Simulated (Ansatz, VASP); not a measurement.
**One calculation of Te6Mo3H, two programs**

File INCAR:

```
PREC = Accurate
ENCUT = 400
EDIFF = 1E-6
ISMEAR = 0
SIGMA = 0.05
LREAL = F
LASPH = T
NELM = 120
ALGO = Normal
ISIF = 2
LWAVE = F
LCHARG = F
GGA = PS
IVDW = 12
NBANDS = 50
GGA_COMPAT = F
```

Contents of KPOINTS:

```
Automatic mesh
0
Gamma
  9 9 2
```

Contents of POSCAR:

```
Te6Mo3H
1.0
    3.4334342720      0.0000000000      0.0000000000
   -1.7167171360      2.9734413017      0.0000000000
    0.0000000000      0.0000000000     20.7704294686
Te Mo H
6 3 1
Direct
    0.0000000000      0.0000000000      0.9125759363
    0.3333333333      0.6666666667      0.5917818730
    0.3333333333      0.6666666667      0.2333053354
    0.3333333333      0.6666666667      0.7666946646
    0.3333333333      0.6666666667      0.4082181270
    0.0000000000      0.0000000000      0.0874240637
    0.0000000000      0.0000000000      0.6791511892
    0.0000000000      0.0000000000      0.3208488108
    0.3333333333      0.6666666667      0.0000000000
   -0.3023098300     -0.3594882483      0.7523436347
```

Input for Ansatz:

```yaml
crystal:
  lattice:
    - [3.433434272, 0.0, 0.0]
    - [-1.716717136, 2.9734413017, 0.0]
    - [0.0, 0.0, 20.7704294686]
  atoms:
    - { symbol: Te, position: [0.0, 0.0, 0.9125759363] }
    - { symbol: Te, position: [0.3333333333, 0.6666666667, 0.591781873] }
    - { symbol: Te, position: [0.3333333333, 0.6666666667, 0.2333053354] }
    - { symbol: Te, position: [0.3333333333, 0.6666666667, 0.7666946646] }
    - { symbol: Te, position: [0.3333333333, 0.6666666667, 0.408218127] }
    - { symbol: Te, position: [0.0, 0.0, 0.0874240637] }
    - { symbol: Mo, position: [0.0, 0.0, 0.6791511892] }
    - { symbol: Mo, position: [0.0, 0.0, 0.3208488108] }
    - { symbol: Mo, position: [0.3333333333, 0.6666666667, 0.0] }
    - { symbol: H, position: [-0.30230983, -0.3594882483, 0.7523436347] }
basis:
  ecutwfc: 420
kpoints:
  mp_grid: { grid: [9, 9, 2] }
hamiltonian:
  xc: pbesol
  pseudopotentials: { kind: paw, azcp: { folder: soft_1 } }
  dispersion: d3bj
scf:
  occupations: { method: gaussian, width: 0.05 }
output:
  forces: true
  stress: true
  eigenvalues: true
  write_density: true
  write_potential: true
  elf: true
  volumetric_format: npy
```

Alike in both runs: task single point; functional PBEsol; dispersion D3(BJ); k mesh 9 × 9 × 2; occupations gaussian, width 0.05 eV; no spin polarisation.

|  | VASP | Ansatz |
| --- | --- | --- |
| version | VASP 6.6.1 | Ansatz 0.2.0 |
| potentials or method | VASP PAW PBE potentials, release 64 (Te, Mo_sv, H), cutoff 400 eV | scalar-relativistic, plane waves, PAW |
| valence electrons in the cell | 79 | 139 |

|  | VASP | Ansatz | Ansatz less VASP |
| --- | --- | --- | --- |
| gap on the k mesh at the Fermi level (eV) | none | none | - |
| pressure (GPa) | 6.8 | 6.8 | -0.01 |
| traceless stress, the component that is largest in VASP (GPa) | 8.60 | 8.51 | -0.089 |
| rms of the force components (eV/Å) | 3.314 | 3.256 | -0.0581 |

VASP's potentials were made for PBE, not for PBEsol, and Ansatz warns of the same on its side. Atom by atom the forces differ by 0.059 eV/Å (rms over components). A gap of «none» marks a metal or a gap that the smearing closes. VASP's potentials hold 79 valence electrons a cell and Ansatz's 139, so a difference there can come from the potentials and not from the codes.

Neither program's run includes spin-orbit coupling.
